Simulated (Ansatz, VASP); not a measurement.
# FeCo3 in VASP and in Ansatz

```xyz
4
Lattice="3.4388 0.0000 0.0000 0.0000 3.4388 0.0000 0.0000 0.0000 3.4388" Properties=species:S:1:pos:R:3 pbc="T T T"
Fe    0.0000    0.0000    0.0000
Co    1.7194    1.7194    0.0000
Co    1.7194    0.0000    1.7194
Co    0.0000    1.7194    1.7194
```

Alike in both runs: task single point; functional PBEsol; k mesh 12 × 12 × 12; occupations gaussian, width 0.1 eV; no spin polarisation.

|  | VASP | Ansatz |
| --- | --- | --- |
| version | VASP 6.6.1 | Ansatz 0.2.0 |
| potentials or method | VASP PAW PBE potentials, release 64 (Fe, Co), cutoff 520 eV | scalar-relativistic, plane waves, PAW |
| valence electrons in the cell | 35 | 67 |

Ansatz gave:

- gap on the k mesh at the Fermi level (eV): none
- pressure (GPa): -8.2

Task: Estimate VASP's values.

Result: gap on the k mesh at the Fermi level (eV): none; pressure (GPa): -8.7.

VASP's potentials were made for PBE, not for PBEsol. A gap of «none» marks a metal or a gap that the smearing closes. The functional is the same, so the differences come from potentials, cutoffs and numerics. VASP's potentials hold 35 valence electrons a cell and Ansatz's 67, so a difference there can come from the potentials and not from the codes.
